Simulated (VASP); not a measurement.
Set up this calculation in VASP 6.6.1, as the native input.

| Property | Result |
| --- | --- |
| Task | single point |
| Functional | PBE |
| Potentials or basis | VASP PAW PBE potentials, release 64 (Al, H) |
| Cutoff | 520 eV |
| k mesh | 5 × 3 × 1 |
| Occupations | gaussian, width 0.1 eV |
| Spin | no spin polarisation |
| Dipole correction | yes |
| Further INCAR settings | LREAL = Auto; ALGO = Normal; EDIFF = 1e-06; NBANDS = 44 |

The structure of Al9H lies in POSCAR:

```
Al9H
1.0
    5.7070863106      0.0000000000      0.0000000000
   -1.4267715776      9.7014842380      0.0000000000
    0.0000000000      0.0000000000     22.7903703519
Al H
18 2
Direct
    0.2662216041      0.0648864163      0.1755127248
    0.7662216041      0.0648864163      0.1755127248
    0.3354806058      0.3419224231      0.2192029854
    0.8354806058      0.3419224231      0.2192029854
    0.1493324061      0.5973296244      0.2279410375
    0.6493324061      0.5973296244      0.2279410375
    0.4631842064      0.8527368258      0.2366790896
    0.9631842065      0.8527368258      0.2366790896
    0.0319772093      0.1277109169      0.2808262502
    0.5319772093      0.1277109169      0.2808262502
    0.0997917601      0.4042231294      0.3301071124
    0.5997917601      0.4042231294      0.3301071124
    0.4144000537      0.6596656514      0.3369822081
    0.9144000537      0.6596656514      0.3369822081
    0.2263076916      0.9110819252      0.3449259130
    0.7263076916      0.9110819252      0.3449259130
    0.2962427243      0.1814072004      0.3857054631
    0.7962427243      0.1814072004      0.3857054631
    0.6062643800      0.3914885899      0.4756557346
    0.6062643800      0.4577756274      0.4756557346
```

The input as run:

INCAR

```
SYSTEM = Al9H
ALGO     = Normal         ! electronic algorithm
DIPOL    = 0.5 0.5 0.301
EDIFF    = 1E-6           ! SCF threshold, eV
ENCUT    = 520            ! plane-wave cutoff, eV
GGA      = PE             ! functional
IDIPOL   = 3            
ISIF     = 2              ! what is computed and relaxed
ISMEAR   = 0              ! smearing method
LASPH    = .TRUE.         ! aspherical terms in the spheres
LCHARG   = .FALSE.        ! write CHGCAR
LDIPOL   = .TRUE.       
LREAL    = Auto         
LWAVE    = .FALSE.        ! write WAVECAR
NBANDS   = 44             ! bands
NELM     = 60             ! most SCF steps
PREC     = Accurate       ! precision mode
SIGMA    = 0.1            ! smearing width, eV
```

KPOINTS

```
k-points
0
G
  5 3 1
  0 0 0
```

Potentials or basis: VASP PAW PBE potentials, release 64 (Al, H).

Command:

```sh
$ cat potpaw_PBE.64/Al/POTCAR potpaw_PBE.64/H/POTCAR > POTCAR
$ mpirun -np 1 vasp_std > vasp.out
```

Results of the run:

```json
{
  "Largest force": "4.982 eV/Å",
  "Band gap on the k mesh": "zero (band 28 reaches -1.04 eV, above the bottom of band 29 at -1.77 eV)"
}
```

It took 18 min on 1 thread of AMD EPYC 9R14 (Zen 4) (shared host), peak memory 1.2 GiB.
